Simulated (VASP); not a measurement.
# CoSiGe3 (P4/mmm) in VASP: notebook, part 2 of 2

VASP 6.6.1. Earlier steps stand in the parts before.

### 3 Single point, PBE, collinear spin, ferromagnetic start

This run uses another cell than the first one, of 17.46 Å³/atom.

INCAR

```
  PREC = Accurate
  ENCUT = 520
  EDIFF = 1E-6
  ISMEAR = 0
  SIGMA = 0.1
  LREAL = F
  LASPH = T
  NELM = 150
  ALGO = Normal
  ISIF = 2
  LWAVE = F
  LCHARG = F
  ISPIN = 2
  MAGMOM = 3 0 0 0 0
  LORBIT = 11
  LMAXMIX = 4
  GGA = PE
  NBANDS = 40
```

KPOINTS

```
regular mesh
0
Gamma
  6 6 4
```

POSCAR

```
CoSiGe3
1.0
    3.3789302676      0.0000000000      0.0000000000
    0.0000000000      3.3789302676      0.0000000000
    0.0000000000      0.0000000000      7.6450824214
Co Si Ge
1 1 3
Direct
    0.0000000000      0.0000000000      0.5000000000
    0.5000000000      0.5000000000      0.0000000000
    0.5000000000      0.5000000000      0.3319973171
    0.5000000000      0.5000000000      0.6680026829
    0.0000000000      0.0000000000      0.0000000000
```

Potentials or basis: VASP PAW PBE potentials, release 64 (Co, Si, Ge_d).

Started as:

```console
cat potpaw_PBE.64/Co/POTCAR potpaw_PBE.64/Si/POTCAR potpaw_PBE.64/Ge_d/POTCAR > POTCAR
mpirun -np 1 vasp_std > vasp.out
```

OUTCAR:

```text
PREC = Accurate
   ENCUT = 520
   EDIFF = 1E-6
   ISMEAR = 0
   LREAL = F
   LASPH = T
   NELM = 150
   ISIF = 2
   ISPIN = 2
   LORBIT = 11
   GGA = PE

 ion  position               nearest neighbor table
   1  0.000  0.000  0.500-   3 2.71   4 2.71   3 2.71   4 2.71   3 2.71   4 2.71   3 2.71   4 2.71

   2  0.500  0.500  0.000-   5 2.39   5 2.39   5 2.39   5 2.39   3 2.54   4 2.54
   3  0.500  0.500  0.332-   2 2.54   4 2.57   1 2.71   1 2.71   1 2.71   1 2.71
   4  0.500  0.500  0.668-   2 2.54   3 2.57   1 2.71   1 2.71   1 2.71   1 2.71
   5  0.000  0.000  0.000-   2 2.39   2 2.39   2 2.39   2 2.39

  LATTYP: Found a simple tetragonal cell.
 ALAT       =     3.3789302676
 C/A-ratio  =     2.2625747843

  Lattice vectors:

 A1 = (   3.3789302676,   0.0000000000,   0.0000000000)
 A2 = (   0.0000000000,   3.3789302676,   0.0000000000)
 A3 = (   0.0000000000,   0.0000000000,   7.6450824214)

Analysis of symmetry for initial positions (statically):
=====================================================================
 Subroutine PRICEL returns:
 Original cell was already a primitive cell.

 Routine SETGRP: Setting up the symmetry group for a
 simple tetragonal supercell.

 Subroutine GETGRP returns: Found 16 space group operations
 (whereof 16 operations were pure point group operations)
 out of a pool of 16 trial point group operations.

The static configuration has the point symmetry D_4h.

Analysis of symmetry for dynamics (positions and initial velocities):
=====================================================================
 Subroutine PRICEL returns:
 Original cell was already a primitive cell.

 Routine SETGRP: Setting up the symmetry group for a
 simple tetragonal supercell.

 Subroutine GETGRP returns: Found 16 space group operations
 (whereof 16 operations were pure point group operations)
 out of a pool of 16 trial point group operations.

The dynamic configuration has the point symmetry D_4h.

Analysis of structural, dynamic, and magnetic symmetry:
[... 176 lines left out ...]
  band No.  band energies     occupation
      1     -17.8357      1.00000
      2     -17.7468      1.00000
      3     -17.7468      1.00000
      4     -17.7361      1.00000
      5     -17.7331      1.00000
      6     -17.7232      1.00000
[... 997 lines left out ...]
     38      14.6582      0.00000
     39      15.3779      0.00000

 [... further k-points ...]

 spin component 2

 k-point     1 :       0.0000    0.0000    0.0000
  band No.  band energies     occupation
      1     -17.8354      1.00000
      2     -17.7470      1.00000
      3     -17.7470      1.00000
      4     -17.7363      1.00000
      5     -17.7326      1.00000
      6     -17.7264      1.00000
[... 997 lines left out ...]
     38      14.7158      0.00000
     39      15.4251      0.00000

 [... further k-points ...]

 [bands above 39 left out]

------------------------ aborting loop because EDIFF is reached ----------------------------------------

  FORCE on cell =-STRESS in cart. coord.  units (eV):
  Direction    XX          YY          ZZ          XY          YZ          ZX
  --------------------------------------------------------------------------------------
  -------------------------------------------------------------------------------------
  Total       -0.0668293     -0.0668293     -0.1285697      0.0000000      0.0000000      0.0000000
  in kB       -1.2266958     -1.2266958     -2.3599814      0.0000000      0.0000000      0.0000000
  external PRESSURE =      -1.6044576 kB  Pullay stress =       0.0000000 kB

 VOLUME and BASIS-vectors are now :
 -----------------------------------------------------------------------------
  energy-cutoff  :      520.00
  volume of cell :       87.29
      direct lattice vectors                 reciprocal lattice vectors
     3.378930268  0.000000000  0.000000000     0.295951654  0.000000000  0.000000000
     0.000000000  3.378930268  0.000000000     0.000000000  0.295951654  0.000000000
     0.000000000  0.000000000  7.645082421     0.000000000  0.000000000  0.130803037

 POSITION                                       TOTAL-FORCE (eV/Angst)
 -----------------------------------------------------------------------------------
      0.00000      0.00000      3.82254         0.000000      0.000000      0.000000
      1.68947      1.68947      0.00000         0.000000      0.000000      0.000000
      1.68947      1.68947      2.53815         0.000000     -0.000000     -0.000359
      1.68947      1.68947      5.10694         0.000000      0.000000      0.000359
      0.00000      0.00000      0.00000         0.000000      0.000000      0.000000
 -----------------------------------------------------------------------------------
    total drift:                                0.000000      0.000000      0.000000

  FREE ENERGIE OF THE ION-ELECTRON SYSTEM (eV)
  ---------------------------------------------------
  free  energy   TOTEN  =       -23.7942957740 eV

  energy  without entropy=      -23.7647259837  energy(sigma->0) =      -23.77951088

 total charge

# of ion       s       p       d       tot
------------------------------------------
    1        0.336   0.274   7.371   7.981
    2        0.792   0.883   0.000   1.674
    3        1.207   0.990  10.029  12.226
    4        1.207   0.990  10.029  12.226
    5        1.195   1.222  10.051  12.468
--------------------------------------------------
tot          4.736   4.359  37.481  46.575

 magnetization (x)

# of ion       s       p       d       tot
------------------------------------------
    1        0.012   0.001   0.687   0.699
    2        0.006   0.009   0.000   0.015
    3        0.008  -0.019  -0.002  -0.013
    4        0.008  -0.019  -0.002  -0.013
    5       -0.001   0.017   0.003   0.019
--------------------------------------------------
tot          0.034  -0.012   0.685   0.708
```

OSZICAR:

```text
N       E                     dE             d eps       ncg     rms          rms(c)
DAV:   1     0.505488673873E+03    0.50549E+03   -0.24918E+04  6032   0.348E+03
DAV:   2     0.686585580309E+02   -0.43683E+03   -0.41423E+03  4800   0.817E+02
DAV:   3    -0.212433379989E+02   -0.89902E+02   -0.87722E+02  5272   0.194E+02
[... 13 lines left out ...]
DAV:  17    -0.237942810265E+02   -0.20298E-04   -0.60311E-05  5984   0.765E-02    0.837E-02
DAV:  18    -0.237942902618E+02   -0.92353E-05   -0.35930E-04  6000   0.135E-01    0.304E-02
DAV:  19    -0.237942925587E+02   -0.22969E-05   -0.52498E-05  5472   0.780E-02    0.307E-02
DAV:  20    -0.237942948856E+02   -0.23269E-05   -0.47388E-05  5256   0.598E-02    0.131E-02
DAV:  21    -0.237942955871E+02   -0.70141E-06   -0.16177E-05  5312   0.278E-02    0.367E-03
DAV:  22    -0.237942957740E+02   -0.18692E-06   -0.35524E-06  4128   0.111E-02
   1 F= -.23794296E+02 E0= -.23779511E+02  d E =-.295698E-01  mag=     0.6863
```

stdout:

```text
POSCAR found type information on POSCAR CoSiGe
 POSCAR found :  3 types and       5 ions
 scaLAPACK will be used
 LDA part: xc-table for (Slater+PW92), standard interpolation
 POSCAR, INCAR and KPOINTS ok, starting setup
 FFT: planning ... GRIDC
 FFT: planning ... GRID_SOFT
 FFT: planning ... GRID
 WAVECAR not read
 entering main loop
```

It took 3.4 min on 1 thread of Intel Xeon Platinum 8559C (Emerald Rapids), shared host; peak memory 0.34 GiB.

What came out:

| Property | Result |
| --- | --- |
| Free energy | -23.7943 eV |
| Pressure | -0.2 GPa |
| Net moment | 0.69 μB per cell |
| Site moments | Co +0.70; Si +0.01; Ge -0.01, +0.02 (each value once) μB |
| Valence electrons inside the program's atomic spheres | Co 7.98; Si 1.67; Ge 12.23, 12.47 (each value once) |
